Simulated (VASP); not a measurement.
# Na2S (Fm-3m) in VASP: dielectric tensor with LDA

Aim: the dielectric tensor of Na2S with LDA.

All numbers are computed with VASP 6.6.1; they aren't measurements. Logs are shortened: lines on timing, memory, paths and dates and some standing lists are left out, and cuts for length are marked.

**1. The cell of the first run**

It takes space group Fm-3m (No. 225, cubic). The conventional cell has a = 6.547 Å, b = 6.547 Å, c = 6.547 Å, α = 90.00°, β = 90.00°, γ = 90.00°. Na (site symmetry -43m) has 4 S at 2.83 Å and 6 Na at 3.27 Å within 3.7 Å. Within 3.7 Å of S (site symmetry m-3m) lie 8 Na at 2.83 Å.

**2. Dielectric tensor, LDA**

The input, INCAR:

```
ALGO     = Normal         # electronic algorithm
EDIFF    = 1E-8           # SCF threshold, eV
ENCUT    = 400            # plane-wave cutoff, eV
GGA_COMPAT= False        
ISIF     = 2              # what is computed and relaxed
ISMEAR   = 0              # smearing method
LASPH    = True           # aspherical terms in the spheres
LCHARG   = False          # write CHGCAR
LEPSILON = True           # dielectric tensor by DFPT
LREAL    = False          # projectors in reciprocal space
LWAVE    = False          # write WAVECAR
NELM     = 120            # most SCF steps
PREC     = Accurate       # precision mode
SIGMA    = 0.01           # smearing width, eV
```

The input, KPOINTS:

```
k-points
0
Gamma
  5 5 5
```

The input, POSCAR:

```
Na2S
1.0
    0.0000000000      3.2735000000      3.2735000000
    3.2735000000      0.0000000000      3.2735000000
    3.2735000000      3.2735000000      0.0000000000
Na S
2 1
Direct
    0.2500000000      0.2500000000      0.2500000000
    0.7500000000      0.7500000000      0.7500000000
    0.0000000000      0.0000000000      0.0000000000
```

Potentials or basis: VASP PAW LDA potentials, release 64 (Na_pv, S).

Started as:

```console
cat potpaw_LDA.64/Na_pv/POTCAR potpaw_LDA.64/S/POTCAR > POTCAR
mpirun -np 1 vasp_std > vasp.out
```

OUTCAR:

```text
EDIFF = 1E-8
   ENCUT = 400
   ISIF = 2
   ISMEAR = 0
   LASPH = True
   LEPSILON = True
   LREAL = False
   NELM = 120
   PREC = Accurate

 ion  position               nearest neighbor table
   1  0.250  0.250  0.250-
   2  0.750  0.750  0.750-
   3  0.000  0.000  0.000-

  LATTYP: Found a face centered cubic cell.
 ALAT       =     6.5470000000

  Lattice vectors:

 A1 = (   0.0000000000,   3.2735000000,   3.2735000000)
 A2 = (   3.2735000000,   0.0000000000,   3.2735000000)
 A3 = (   3.2735000000,   3.2735000000,   0.0000000000)

Analysis of symmetry for initial positions (statically):
=====================================================================
 Subroutine PRICEL returns:
 Original cell was already a primitive cell.

 Routine SETGRP: Setting up the symmetry group for a
 face centered cubic supercell.

 Subroutine GETGRP returns: Found 48 space group operations
 (whereof 48 operations were pure point group operations)
 out of a pool of 48 trial point group operations.

The static configuration has the point symmetry O_h .

Analysis of symmetry for dynamics (positions and initial velocities):
=====================================================================
 Subroutine PRICEL returns:
 Original cell was already a primitive cell.

 Routine SETGRP: Setting up the symmetry group for a
 face centered cubic supercell.

 Subroutine GETGRP returns: Found 48 space group operations
 (whereof 48 operations were pure point group operations)
 out of a pool of 48 trial point group operations.

The dynamic configuration has the point symmetry O_h .

 Subroutine INISYM returns: Found 48 space group operations
 (whereof 48 operations are pure point group operations),
 and found     1 'primitive' translations

----------------------------------------------------------------------------------------

                                     Primitive cell

  volume of cell :      70.1564

  direct lattice vectors                    reciprocal lattice vectors
     0.000000000  3.273500000  3.273500000    -0.152741714  0.152741714  0.152741714
     3.273500000  0.000000000  3.273500000     0.152741714 -0.152741714  0.152741714
     3.273500000  3.273500000  0.000000000     0.152741714  0.152741714 -0.152741714

  length of vectors
     4.629428096  4.629428096  4.629428096     0.264556409  0.264556409  0.264556409

  position of ions in fractional coordinates (direct lattice)
     0.250000000  0.250000000  0.250000000
     0.750000000  0.750000000  0.750000000
     0.000000000  0.000000000  0.000000000

  ion indices of the primitive-cell ions
   primitive index   ion index
                 1           1
                 2           2
                 3           3

----------------------------------------------------------------------------------------

 KPOINTS: k-points

Automatic generation of k-mesh.
 Grid dimensions read from file:
 generate k-points for:    5    5    5

 Generating k-lattice:

  Cartesian coordinates                     Fractional coordinates (reciprocal lattice)
    -0.030548343  0.030548343  0.030548343     0.200000000  0.000000000  0.000000000
     0.030548343 -0.030548343  0.030548343     0.000000000  0.200000000  0.000000000
     0.030548343  0.030548343 -0.030548343     0.000000000  0.000000000  0.200000000

  Length of vectors
     0.052911282  0.052911282  0.052911282

  Shift w.r.t. Gamma in fractional coordinates (k-lattice)
     0.000000000  0.000000000  0.000000000

 Subroutine IBZKPT returns following result:
 ===========================================

 Found     10 irreducible k-points:

 Following reciprocal coordinates:
            Coordinates               Weight
  0.000000  0.000000  0.000000      1.000000
  0.200000  0.000000  0.000000      8.000000
  0.400000  0.000000  0.000000      8.000000
  0.200000  0.200000  0.000000      6.000000
  0.400000  0.200000  0.000000     24.000000
 -0.400000  0.200000  0.000000     24.000000
 -0.200000  0.200000  0.000000     12.000000
  0.400000  0.400000  0.000000      6.000000
 -0.400000  0.400000  0.000000     12.000000
 -0.400000  0.400000  0.200000     24.000000
   k-points           NKPTS =     10   k-points in BZ     NKDIM =     10   number of bands    NBANDS=     14
[... 26 lines left out ...]
   TEBEG  =    0.0;   TEEND  =   0.0 temperature during run
   PSTRESS=    0.0 pullay stress
   NELECT =      20.0000    total number of electrons
   NUPDOWN=      -1.0000    fix difference up-down
   EMIN   =  10.00;   EMAX   =-10.00  energy-range for DOS
   EFERMI =   0.00;   METHOD = LEGACY
   ISMEAR =     0;   SIGMA  =   0.01  broadening in eV -4-tet -1-fermi 0-gaus
   EFERMI_NEDOS =   21; number of points for ismear=-14 and -15
   IALGO  =     38    algorithm
   IMIX   =      4    mixing-type and parameters
     AMIX     =   0.40;   BMIX     =  1.00
     AMIX_MAG =   1.60;   BMIX_MAG =  1.00
  volume/ion in A,a.u.               =      23.39       157.81
  Fermi-wavevector in a.u.,A,eV,Ry     =   1.077447  2.036079 15.794888  1.160892
  Thomas-Fermi vector in A             =   2.213359
   LORBIT       =      0    0 simple, 1 ext, 2 COOP (PROOUT), +10 PAW based schemes
   GGA     = CA    functional components
   LHFCALC =     F    Hartree Fock is set to
   AEXX    =    0.0000 exact exchange contribution
   IVDW    =     0    specifies the selected vdW correction
   LEPSILON=     T    determine dielectric tensor
   LRPA    =     F    only Hartree local field effects (RPA)
 non-spin polarized calculation
 Gauss-broadening in eV      SIGMA  =   0.01
  energy-cutoff  :      400.00
  volume of cell :       70.16
 maximum number of plane-waves:      1296
 NGX is ok and might be reduce to    30
   NGX = 15   NGY = 15   NGZ = 15

--------------------------------------- Ionic step        1  -------------------------------------------

 number of electron      19.9999980 magnetization

 E-fermi :   0.0079     XC(G=0):  -8.2611

 val. band max:       -0.0541607655   @ k =   0.0000   0.0000   0.0000
 cond. band min:       2.1869656779   @ k =   0.0000   0.0000   0.0000
 fundamental gap:      2.2411264435
 Fermi energy:         0.0079108722

 k-point     1 :       0.0000    0.0000    0.0000
  band No.  band energies     occupation
      1     -22.2613      2.00000
      2     -22.2613      2.00000
      3     -22.2613      2.00000
      4     -22.2056      2.00000
      5     -22.2056      2.00000
      6     -22.2056      2.00000
      7     -10.1460      2.00000
      8      -0.0542      2.00000
      9      -0.0542      2.00000
     10      -0.0542      2.00000
     11       2.1870      0.00000
     12       7.4628      0.00000
     13       7.4628      0.00000
     14       7.4628      0.00000
[... 139 lines left out ...]
      1     -22.2786      2.00000
      2     -22.2737      2.00000
      3     -22.2464      2.00000
      4     -22.2253      2.00000
      5     -22.2009      2.00000
      6     -22.1969      2.00000
      7      -9.8326      2.00000
      8      -1.3350      2.00000
      9      -0.8887      2.00000
     10      -0.5032      2.00000
     11       4.6188      0.00000
     12       6.3728      0.00000
     13       6.6240      0.00000
     14       7.9157      0.00000

  FORCE on cell =-STRESS in cart. coord.  units (eV):
  Direction    XX          YY          ZZ          XY          YZ          ZX
  --------------------------------------------------------------------------------------
  -------------------------------------------------------------------------------------
  Total       -1.0194477     -1.0194477     -1.0194477      0.0000000      0.0000000     -0.0000000
  in kB      -23.2813676    -23.2813676    -23.2813676      0.0000000      0.0000000     -0.0000000
  external PRESSURE =     -23.2813676 kB  Pullay stress =       0.0000000 kB

 VOLUME and BASIS-vectors are now :
 -----------------------------------------------------------------------------
  energy-cutoff  :      400.00
  volume of cell :       70.16
      direct lattice vectors                 reciprocal lattice vectors
     0.000000000  3.273500000  3.273500000    -0.152741714  0.152741714  0.152741714
     3.273500000  0.000000000  3.273500000     0.152741714 -0.152741714  0.152741714
     3.273500000  3.273500000  0.000000000     0.152741714  0.152741714 -0.152741714

 POSITION                                       TOTAL-FORCE (eV/Angst)
 -----------------------------------------------------------------------------------
      1.63675      1.63675      1.63675         0.000000      0.000000      0.000000
      4.91025      4.91025      4.91025        -0.000000     -0.000000     -0.000000
      0.00000      0.00000      0.00000         0.000000      0.000000      0.000000
 -----------------------------------------------------------------------------------
    total drift:                                0.000000     -0.000000      0.000000

  FREE ENERGIE OF THE ION-ELECTRON SYSTEM (eV)
  ---------------------------------------------------
  free  energy   TOTEN  =       -10.8750036859 eV

  energy  without entropy=      -10.8750036859  energy(sigma->0) =      -10.87500369

 HEAD OF MICROSCOPIC STATIC DIELECTRIC TENSOR (INDEPENDENT PARTICLE, excluding Hartree and local field effects)
 ------------------------------------------------------
           4.156318    -0.000000    -0.000000
          -0.000000     4.156318    -0.000000
           0.000000     0.000000     4.156318
 ------------------------------------------------------

 Free energy of the ion-electron system (eV)
  ---------------------------------------------------
  ---------------------------------------------------
  free energy    TOTEN  =        -0.57627167 eV

  energy without entropy =       -0.57627167

------------------------ aborting loop because EDIFF is reached ----------------------------------------

--------------------------------------- Ionic step        2  -------------------------------------------

------------------------ aborting loop because EDIFF is reached ----------------------------------------

--------------------------------------- Ionic step        3  -------------------------------------------

 Free energy of the ion-electron system (eV)
  ---------------------------------------------------
  ---------------------------------------------------
  free energy    TOTEN  =        -0.57627179 eV

  energy without entropy =       -0.57627179

------------------------ aborting loop because EDIFF is reached ----------------------------------------

 PIEZOELECTRIC TENSOR FIELD DIRECTION 3  (e Angst)
 -----------------------------------------------------------------------------
     0.00041  0.00000 -0.00000           (  0.00001  0.00000 -0.00000)
     0.00000  0.00041 -0.00000           (  0.00000  0.00001  0.00000)
    -0.00000 -0.00000 -0.00135           ( -0.00000  0.00000  0.00001)

 PIEZOELECTRIC TENSOR FIELD DIRECTION 3  (C/m^2)
 -----------------------------------------------------------------------------
     0.00009  0.00000 -0.00000
     0.00000  0.00009 -0.00000
    -0.00000 -0.00000 -0.00031

 MACROSCOPIC STATIC DIELECTRIC TENSOR (including local field effects in DFT)
 ------------------------------------------------------
           3.696814     0.000000    -0.000000
           0.000000     3.696814     0.000000
           0.000000     0.000000     3.696814
 ------------------------------------------------------

 PIEZOELECTRIC TENSOR (including local field effects)  for field in x, y, z        (e  Angst)
          XX          YY          ZZ          XY          YZ          ZX
  --------------------------------------------------------------------------------
  x     0.00000     0.00000     0.00000     0.00000     0.00000     0.00000
  y     0.00000     0.00000     0.00000     0.00000     0.00000     0.00000
  z     0.00000     0.00000     0.00000     0.00000     0.00000     0.00000

 PIEZOELECTRIC TENSOR (including local field effects)  for field in x, y, z        (C/m^2)
          XX          YY          ZZ          XY          YZ          ZX
  --------------------------------------------------------------------------------
  x     0.00000     0.00000     0.00000     0.00000     0.00000     0.00000
  y     0.00000     0.00000     0.00000     0.00000     0.00000     0.00000
  z     0.00000     0.00000     0.00000     0.00000     0.00000     0.00000

 BORN EFFECTIVE CHARGES (including local field effects) (in |e|, cummulative output)
 ---------------------------------------------------------------------------------
 ion    1
    1     0.97197    -0.00000     0.00000
    2     0.00000     0.97197     0.00000
    3     0.00000     0.00000     0.97197
 ion    2
    1     0.97197    -0.00000    -0.00000
    2    -0.00000     0.97197     0.00000
    3     0.00000     0.00000     0.97197
 ion    3
    1    -1.94394     0.00000     0.00000
    2    -0.00000    -1.94394     0.00000
    3     0.00000     0.00000    -1.94394
```

It used 230 s of CPU time on 1 thread of AMD EPYC 7R13 Processor (Zen 3), with other jobs on the host.

Results:

| Item | Value |
| --- | --- |
| Band gap on the k mesh | 2.24 eV, direct |
| Electronic dielectric tensor (diagonal) | 3.70 |
| Born charges (mean of the diagonal) | Na +0.97; S -1.94 e |

Electronic dielectric tensor:
```
3.70 0.00 0.00
0.00 3.70 0.00
0.00 0.00 3.70
```

Born effective charge tensors (e):
atom 1, Na
```
0.97 0.00 0.00
0.00 0.97 0.00
0.00 0.00 0.97
```
atom 2, Na
```
0.97 0.00 0.00
0.00 0.97 0.00
0.00 0.00 0.97
```
atom 3, S
```
-1.94  0.00  0.00
 0.00 -1.94  0.00
 0.00  0.00 -1.94
```

A hybrid or GW would open this gap; LDA tends to underestimate it.
